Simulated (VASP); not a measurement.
A run of VASP 6.6.1:

Contents of INCAR:

```
SYSTEM = Ba2RuWO6
ALGO = Normal
EDIFF = 1E-6
ENCUT = 520
GGA = PE
ISIF = 2
ISMEAR = -1
LASPH = .TRUE.
LCHARG = .FALSE.
LREAL = .FALSE.
LWAVE = .FALSE.
NBANDS = 53
NELM = 80
PREC = Accurate
SIGMA = 0.1
```

KPOINTS

```
k-points
0
G
  7 7 7
  0 0 0
```

Contents of POSCAR:

```
Ba2RuWO6
1.0
    0.0000000000      4.1523170000      4.1523170000
    4.1523170000      0.0000000000      4.1523170000
    4.1523170000      4.1523170000      0.0000000000
Ba W O Ru
2 1 6 1
Direct
    0.2500000000      0.2500000000      0.2500000000
    0.7500000000      0.7500000000      0.7500000000
    0.0000000000      0.0000000000      0.0000000000
    0.7682000000      0.2318000000      0.2318000000
    0.2318000000      0.7682000000      0.2318000000
    0.2318000000      0.7682000000      0.7682000000
    0.7682000000      0.2318000000      0.7682000000
    0.2318000000      0.2318000000      0.7682000000
    0.7682000000      0.7682000000      0.2318000000
    0.5000000000      0.5000000000      0.5000000000
```

Potentials or basis: VASP PAW PBE potentials, release 64 (Ba_sv, W_sv, O, Ru_pv).

The run is started by

```sh
$ cat potpaw_PBE.64/Ba_sv/POTCAR potpaw_PBE.64/W_sv/POTCAR potpaw_PBE.64/O/POTCAR potpaw_PBE.64/Ru_pv/POTCAR > POTCAR
$ mpirun -np 1 vasp_std > vasp.out
```

Hardware: 1 thread of AMD EPYC 7R43 64-Core Processor (Zen 3) (shared host).

How long does it take, and how much memory?

It took 3.8 min on 1 thread of AMD EPYC 7R43 64-Core Processor (Zen 3) (shared host), peak memory 0.37 GiB. Counts: scf iterations 15, k points 20.
